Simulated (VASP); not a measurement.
Here is a VASP 6.6.1 calculation.

The input INCAR:

```
SYSTEM = TaN
  ALGO = Normal
  EDIFF = 1E-6
  ENCUT = 600
  GGA = CA
  GGA_COMPAT = .False.
  ISIF = 2
  ISMEAR = 0
  LASPH = .True.
  LCHARG = .False.
  LREAL = .False.
  LWAVE = .False.
  NBANDS = 16
  NELM = 120
  PREC = Accurate
  SIGMA = 0.15
```

KPOINTS

```
k-points
0
Gamma
  5 5 5
  0 0 0
```

Contents of POSCAR:

```
TaN
1.0
    2.9380000000      0.0000000000      0.0000000000
   -1.4690000000      2.5443826400      0.0000000000
    0.0000000000      0.0000000000      2.8830000000
Ta N
1 1
Direct
    0.3333333333      0.6666666667      0.5000000000
    0.0000000000      0.0000000000      0.0000000000
```

Potentials or basis: VASP PAW LDA potentials, release 64 (Ta_sv_GW, N).

Run with:

```bash
$ cat potpaw_LDA.64/Ta_sv_GW/POTCAR potpaw_LDA.64/N/POTCAR > POTCAR
$ mpirun -np 1 vasp_std > vasp.out
```

(1) What does it give for the pressure?

(2) What does it give for the band gap on the k mesh?

Answers

(1) -10.6 GPa.

(2) zero (filled and empty bands touch).

Caveat: the k points lie up to 0.49 Å⁻¹ apart; spin-orbit coupling is left out, which moves the levels of the heavy elements.
